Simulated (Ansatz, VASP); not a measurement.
# Two plane-wave programs on Ir

```
CELL_PARAMETERS angstrom
0.00000 2.02656 1.72258
2.02656 0.00000 1.72258
2.02656 2.02656 0.00000
ATOMIC_POSITIONS crystal
Ir 0.00000 0.00000 0.00000
```

Alike in both runs: task single point; functional PBE; k mesh 24 × 24 × 24; occupations gaussian, width 0.15 eV; no spin polarisation.

|  | VASP | Ansatz |
| --- | --- | --- |
| version | VASP 6.6.1 | Ansatz 0.2.0 |
| potentials or method | VASP PAW PBE potentials, release 64 (Ir), cutoff 520 eV | scalar-relativistic, plane waves, PAW |
| valence electrons in the cell | 9 | 17 |

```tsv
	VASP	Ansatz	Ansatz less VASP
gap on the k mesh at the Fermi level (eV)	none	none	-
pressure (GPa)	14.6	14.0	-0.61
traceless stress, the component that is largest in VASP (GPa)	31.71	31.87	+0.159
```

A gap of «none» marks a metal or a gap that the smearing closes. The functional is the same, so the differences come from potentials, cutoffs and numerics. VASP's potentials hold 9 valence electrons a cell and Ansatz's 17, so a difference there can come from the potentials and not from the codes.

Spin-orbit coupling is off throughout.
